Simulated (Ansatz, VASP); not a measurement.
## One calculation of Si2W, two programs

The input INCAR:

```
SYSTEM = Si2W
PREC = Accurate
ENCUT = 520
EDIFF = 1E-6
ISMEAR = -1
SIGMA = 0.08
LREAL = .FALSE.
LASPH = .TRUE.
NELM = 80
ALGO = Normal
ISIF = 2
LWAVE = .FALSE.
LCHARG = .FALSE.
GGA = PE
NBANDS = 18
```

The input KPOINTS:

```
Automatic mesh
0
G
  9 9 9
  0 0 0
```

Contents of POSCAR:

```
Si2W
1.0
    0.0000000000      2.8890253759      2.8890253759
    2.8890253759      0.0000000000      2.8890253759
    2.8890253759      2.8890253759      0.0000000000
W Si
1 2
Direct
    0.0000000000      0.0000000000      0.0000000000
    0.2500000000      0.2500000000      0.2500000000
    0.7500000000      0.7500000000      0.7500000000
```

Input for Ansatz:

```yaml
crystal:
  lattice:
    - [0.0, 2.8890253759, 2.8890253759]
    - [2.8890253759, 0.0, 2.8890253759]
    - [2.8890253759, 2.8890253759, 0.0]
  atoms:
    - { symbol: W, position: [0.0, 0.0, 0.0] }
    - { symbol: Si, position: [0.25, 0.25, 0.25] }
    - { symbol: Si, position: [0.75, 0.75, 0.75] }
kpoints:
  mp_grid: { grid: [9, 9, 9] }
scf:
  occupations: { method: fermi_dirac, width: 0.08 }
hamiltonian:
  xc: pbe
  pseudopotentials: { kind: paw }
output:
  forces: true
  stress: true
  eigenvalues: true
  populations: true
```

Change from the starting cell: volume scaled by 0.94, PAW files.

Alike in both runs: task single point; functional PBE; k mesh 9 × 9 × 9; occupations fermi-dirac, width 0.08 eV; no spin polarisation.

|  | VASP | Ansatz |
| --- | --- | --- |
| version | VASP 6.6.1 | Ansatz 0.2.0 |
| potentials or method | VASP PAW PBE potentials, release 64 (W_sv, Si) | PAW with Ansatz's default frozen-core files, scalar-relativistic |
| plane-wave cutoff (eV) | 520 | 420 |
| valence electrons in the cell | 22 | 22 |

|  | VASP | Ansatz | Ansatz less VASP |
| --- | --- | --- | --- |
| pressure (GPa) | 9.3 | 9.3 | -0.07 |

With one functional, cell and mesh, what is left measures potentials, basis and numerics.

Neither program's run includes spin-orbit coupling.
